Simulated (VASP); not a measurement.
Here is a VASP 6.6.1 calculation.

INCAR

```
  PREC = Accurate
  ENCUT = 520
  EDIFF = 1E-7
  ISMEAR = -1
  SIGMA = 0.1
  LREAL = F
  LASPH = T
  NELM = 80
  ALGO = Normal
  ISIF = 2
  LWAVE = F
  LCHARG = F
  GGA = RP
  NBANDS = 9
```

The input KPOINTS:

```
regular mesh
0
Gamma
  14 14 14
```

File POSCAR:

```
Se
1.0
   -1.7352697038      1.7352697038      1.7352697038
    1.7352697038     -1.7352697038      1.7352697038
    1.7352697038      1.7352697038     -1.7352697038
Se
1
Direct
    0.0000000000      0.0000000000      0.0000000000
```

Potentials or basis: VASP PAW PBE potentials, release 64 (Se).

Launch:

```console
$ cat potpaw_PBE.64/Se/POTCAR > POTCAR
$ mpirun -np 1 vasp_std > vasp.out
```

(1) Predict the band gap on the k mesh.

(2) Estimate the pressure.

Answers

(1) zero (band 3 reaches 8.09 eV, above the bottom of band 4 at 2.14 eV).

(2) 0.2 GPa.

Caveat: the PAW data sets were made with another functional, which shifts forces and pressure a little.
